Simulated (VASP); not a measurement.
Here is a VASP 6.6.1 calculation.

File INCAR:

```
SYSTEM = Sb2S
PREC     = Accurate       ! precision mode
ENCUT    = 520            ! plane-wave cutoff, eV
EDIFF    = 1E-6           ! SCF threshold, eV
ISMEAR   = -4             ! smearing method
SIGMA    = 0.1            ! smearing width, eV
LREAL    = .False.        ! projectors in reciprocal space
LASPH    = .True.         ! aspherical terms in the spheres
NELM     = 100            ! most SCF steps
ALGO     = Normal         ! electronic algorithm
ISIF     = 2              ! what is computed and relaxed
LWAVE    = .False.        ! write WAVECAR
LCHARG   = .True.         ! write CHGCAR
GGA      = PE             ! functional
LELF     = .True.         ! ELF
LVHAR    = .True.       
ISYM     = 0            
NBANDS   = 15             ! bands
```

KPOINTS

```
regular mesh
0
Gamma
  12 12 12
  0 0 0
```

The input POSCAR:

```
Sb2S
1.0
    0.0000000000      3.4121565626      3.4121565626
    3.4121565626      0.0000000000      3.4121565626
    3.4121565626      3.4121565626      0.0000000000
Sb S
2 1
Direct
    0.2500000000      0.2500000000      0.2500000000
    0.7500000000      0.7500000000      0.7500000000
    0.0000000000      0.0000000000      0.0000000000
```

Potentials or basis: VASP PAW PBE potentials, release 64 (Sb, S).

Command:

```console
$ cat potpaw_PBE.64/Sb/POTCAR potpaw_PBE.64/S/POTCAR > POTCAR
$ mpirun -np 1 vasp_std > vasp.out
```

Q: Estimate the band gap on the k mesh.

A: Zero (bands 8 and 9 overlap by 3.65 eV).

Q: What does it give for the pressure?

A: -0.2 GPa.

Caveat: spin-orbit coupling is left out, which moves the levels of the heavy elements.
